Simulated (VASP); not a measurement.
CuMo3:

```
CELL_PARAMETERS angstrom
4.07606 0.00000 0.00000
0.00000 4.07606 0.00000
0.00000 0.00000 4.07606
ATOMIC_POSITIONS crystal
Cu 0.00000 0.00000 0.00000
Mo 0.00000 0.50000 0.50000
Mo 0.50000 0.00000 0.50000
Mo 0.50000 0.50000 0.00000
```

- Program: VASP 6.6.1
- Task: relaxation of cell and atoms
- Functional: PBE
- Potentials or basis: VASP PAW PBE potentials, release 64 (Cu, Mo_sv)
- Cutoff: 600 eV
- k mesh: 4 × 4 × 4
- Occupations: gaussian, width 0.1 eV
- Spin: no spin polarisation

At the start: pressure -22.3 GPa; volume 16.93 Å³/atom.

Task: Where does the relaxation end?

Result: Over 5 steps the energy falls by 163.8 meV/atom and the volume is 14.85 Å³/atom (-12.3 %); space group Pm-3m (No. 221, to 0.05 Å).

Step by step:
```csv
step,energy change (eV),largest force (eV/Å),pressure (GPa),volume (Å³)
1,0.0000,0.0000,-22.28,67.72
2,2.0761,0.0000,87.53,47.17
3,-0.6513,0.0000,-2.04,60.00
4,-0.6549,0.0000,-0.69,59.60
5,-0.6552,0.0000,0.09,59.40
```

Final structure:
```yaml
crystal:
  lattice:
    - [3.90178, 0.00000, 0.00000]
    - [0.00000, 3.90178, 0.00000]
    - [0.00000, 0.00000, 3.90178]
  atoms:
    - { symbol: Cu, position: [0.00000, 0.00000, 0.00000] }
    - { symbol: Mo, position: [0.00000, 0.50000, 0.50000] }
    - { symbol: Mo, position: [0.50000, 0.00000, 0.50000] }
    - { symbol: Mo, position: [0.50000, 0.50000, 0.00000] }
```

Caveat: the k points lie up to 0.40 Å⁻¹ apart in the final cell.
